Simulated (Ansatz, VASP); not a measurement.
# NaF: VASP beside Ansatz

```
Na F
1.0
     0.00000    2.29717    2.29717
     2.29717    0.00000    2.29717
     2.29717    2.29717    0.00000
Na F
1 1
Direct
  0.00000 0.00000 0.00000
  0.50000 0.50000 0.50000
```

Alike in both runs: task single point; functional r2SCAN; k mesh 8 × 8 × 8; no spin polarisation.

```csv
,VASP,Ansatz
version,VASP 6.6.1,Ansatz 0.2.0
potentials or method,"VASP PAW PBE potentials, release 64 (Na_pv, F)","plane waves, PAW"
plane-wave cutoff (eV),520,500
occupations,"gaussian, width 0.01 eV",fixed
valence electrons in the cell,14,16
```

|  | VASP | Ansatz | Ansatz less VASP |
| --- | --- | --- | --- |
| gap on the k mesh at the Fermi level (eV) | 7.32 | 7.28 | -0.040 |
| pressure (GPa) | -0.9 | 0.0 | +0.89 |

VASP's potentials were made for PBE, not for r2SCAN. VASP's potentials hold 14 valence electrons a cell and Ansatz's 16, so a difference there can come from the potentials and not from the codes.
